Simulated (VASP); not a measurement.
Input of a VASP 6.6.1 run:

POSCAR

```
Sb
1.0
    3.3545324186      0.0000000000      0.0000000000
   -1.6772662093      2.9051102923      0.0000000000
    0.0000000000      0.0000000000      5.4701606500
Sb
2
Direct
    0.6666666667      0.3333333333      0.7500000000
    0.3333333333      0.6666666667      0.2500000000
```

INCAR.step1

```
SYSTEM = Sb
ALGO = Normal
EDIFF = 1E-5
ENCUT = 400
GGA = PE
GGA_COMPAT = .False.
ISIF = 2
ISMEAR = -1
LASPH = .True.
LCHARG = .False.
LREAL = .False.
LWAVE = .True.
NBANDS = 22
NELM = 120
PREC = Accurate
SIGMA = 0.05
```

INCAR.step2

```
SYSTEM = Sb
ALGO = Normal
EDIFF = 1E-6
ENCUT = 400
GGA = PE
GGA_COMPAT = .False.
HFSCREEN = 0.2079
ISIF = 2
ISMEAR = -1
ISTART = 1
LASPH = .True.
LCHARG = .False.
LHFCALC = .True.
LREAL = .False.
LWAVE = .False.
NBANDS = 22
NELM = 120
PREC = Accurate
PRECFOCK = Normal
SIGMA = 0.05
```

File KPOINTS:

```
k-points
0
Gamma
  5 5 3
  0 0 0
```

Potentials or basis: VASP PAW PBE potentials, release 64 (Sb_d_GW).

The run is started by

```console
$ cat potpaw_PBE.64/Sb_d_GW/POTCAR > POTCAR
$ cp INCAR.step1 INCAR
$ mpirun -np 1 vasp_std > vasp.out
$ cp INCAR.step2 INCAR
$ mpirun -np 1 vasp_std > vasp.out
```

**Question.** What does it give for the band gap on the k mesh?

**Answer.** Zero (bands 15 and 16 overlap by 6.56 eV).

**Question.** Predict the pressure.

**Answer.** -2.4 GPa.

Stress tensor (GPa, compression positive):
```
-4.23  0.00  0.00
 0.00 -4.23  0.00
 0.00  0.00  1.35
```

Caveat: the k points lie up to 0.43 Å⁻¹ apart, too coarse for converged energies and pressures of a metal; the PAW data sets were made with another functional, which shifts forces and pressure a little; spin-orbit coupling is left out, which moves the levels of the heavy elements.
